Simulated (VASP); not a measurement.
Wanted: the native input for a VASP 6.6.1 run.

```yaml
Task: relaxation of cell and atoms
Functional: PBE
Potentials_or_basis: VASP PAW PBE potentials, release 64 (Ti_sv, Al, Ru_pv)
Cutoff: 600 eV
k_mesh: 4 × 4 × 4
Occupations: gaussian, width 0.1 eV
Spin: no spin polarisation
Dipole_correction: no
Further_INCAR_settings: ALGO = Fast; EDIFF = 1e-06; IBRION = 2; EDIFFG = -0.04; NSW = 90; ISIF = 3
```

The structure of Ti2Al3Ru lies in POSCAR:

```
Ti2Al3Ru
1.0
    2.7503408200     -3.9549351700      0.0000000000
    2.7503408200      3.9549351700      0.0000000000
    0.0000000000      0.0000000000      3.9109120400
Ti Al Ru
2 3 1
Direct
    0.5000000000      0.5000000000      0.0000000000
    0.0000000000      0.0000000000      0.0000000000
    0.7391538700      0.2608461300      0.0000000000
    0.2608461300      0.7391538700      0.0000000000
    0.5000000000      0.5000000000      0.5000000000
    0.0000000000      0.0000000000      0.5000000000
```

One way to write it, as run:

INCAR

```
ALGO     = Fast           # electronic algorithm
EDIFF    = 1E-6           # SCF threshold, eV
EDIFFG   = -0.04          # ionic threshold
ENCUT    = 600            # plane-wave cutoff, eV
GGA      = PE             # functional
IBRION   = 2              # ionic algorithm
ISIF     = 3              # what is computed and relaxed
ISMEAR   = 0              # smearing method
LASPH    = True           # aspherical terms in the spheres
LCHARG   = False          # write CHGCAR
LREAL    = False          # projectors in reciprocal space
LWAVE    = False          # write WAVECAR
NELM     = 80             # most SCF steps
NSW      = 90             # ionic steps
PREC     = Accurate       # precision mode
SIGMA    = 0.1            # smearing width, eV
```

KPOINTS

```
k-points
0
Gamma
  4 4 4
```

Potentials or basis: VASP PAW PBE potentials, release 64 (Ti_sv, Al, Ru_pv).

Run with:

```console
$ cat potpaw_PBE.64/Ti_sv/POTCAR potpaw_PBE.64/Al/POTCAR potpaw_PBE.64/Ru_pv/POTCAR > POTCAR
$ mpirun -np 1 vasp_std > vasp.out
```

It gave:

The relaxed volume is 21.91 Å³/atom and the relaxed cell is a = 5.836 Å, b = 5.836 Å, c = 5.014 Å, α = 90.00°, β = 90.00°, γ = 129.65°. The space group after relaxing (to 0.05 Å) is Cmmm (No. 65). The energy gained by relaxing is 2529.8 meV/atom, the ionic steps are 16 and the pressure after relaxing is 0.0 GPa. The largest force after relaxing is 0.004 eV/Å.

Caveat: the k points lie up to 0.35 Å⁻¹ apart in the final cell; the volume moved by over 15 % at a fixed basis, so the end points are rough.

Wall time 24 min on 1 thread of Intel(R) Xeon(R) 6975P-C (Granite Rapids), with other jobs on the host, peak memory 0.26 GiB.
